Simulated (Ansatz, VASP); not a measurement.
Two plane-wave programs on Co

The input INCAR:

```
ALGO = Normal
EDIFF = 1E-6
ENCUT = 520
GGA = PE
ISIF = 2
ISMEAR = -1
ISPIN = 2
LASPH = True
LCHARG = False
LMAXMIX = 4
LORBIT = 11
LREAL = False
LWAVE = False
MAGMOM = 3 0
NBANDS = 20
NELM = 150
PREC = Accurate
SIGMA = 0.1
```

The input KPOINTS:

```
k-points
0
Gamma
  11 11 6
```

File POSCAR:

```
Co
1.0
    2.5053999800      0.0000000000      0.0000000000
   -1.2526999900      2.1697400300      0.0000000000
    0.0000000000      0.0000000000      4.0893000000
Co
2
Direct
    0.3333333300      0.6666666700      0.2500000000
    0.6666666700      0.3333333300      0.7500000000
```

Input for Ansatz:

```yaml
crystal:
  lattice:
    - [2.50539998, 0.0, 0.0]
    - [-1.25269999, 2.16974003, 0.0]
    - [0.0, 0.0, 4.0893]
  atoms:
    - { symbol: Co, position: [0.33333333, 0.66666667, 0.25], spin: 3.0 }
    - { symbol: Co, position: [0.66666667, 0.33333333, 0.75] }
magnetization:
  spin_polarized: true
hamiltonian:
  xc: pbe
  pseudopotentials: { kind: paw }
basis:
  ecutwfc: 420
kpoints:
  mp_grid: { grid: [11, 11, 6] }
scf:
  occupations: { method: fermi_dirac, width: 0.1 }
  lower_state_search: "off"
output:
  forces: true
  stress: true
  write_density: true
  write_potential: true
  elf: true
  volumetric_format: npy
```

Alike in both runs: task single point; functional PBE; k mesh 11 × 11 × 6; occupations fermi-dirac, width 0.1 eV; collinear spin.

```csv
,VASP,Ansatz
version,VASP 6.6.1,Ansatz 0.2.0
potentials or method,"VASP PAW PBE potentials, release 64 (Co), cutoff 520 eV","PAW, plane waves, scalar-relativistic"
valence electrons in the cell,18,34
```

Ansatz gave:

| Property | Result |
| --- | --- |
| pressure (GPa) | -5.1 |
| traceless stress, the component that is largest in VASP (GPa) | -1.15 |
| net moment per atom (μB) | 1.59 |
| size of the moment on the site where the two differ most (μB) | 1.67 |

Q: Estimate VASP's values.

A: Pressure (GPa): -5.7; traceless stress, the component that is largest in VASP (GPa): -1.23; net moment per atom (μB): 1.58; size of the moment on the site where the two differ most (μB): 1.61.

Site moments also hang on the region over which each program counts them. With one functional, cell and mesh, what is left measures potentials, basis and numerics. VASP's potentials hold 18 valence electrons a cell and Ansatz's 34, so a difference there can come from the potentials and not from the codes.
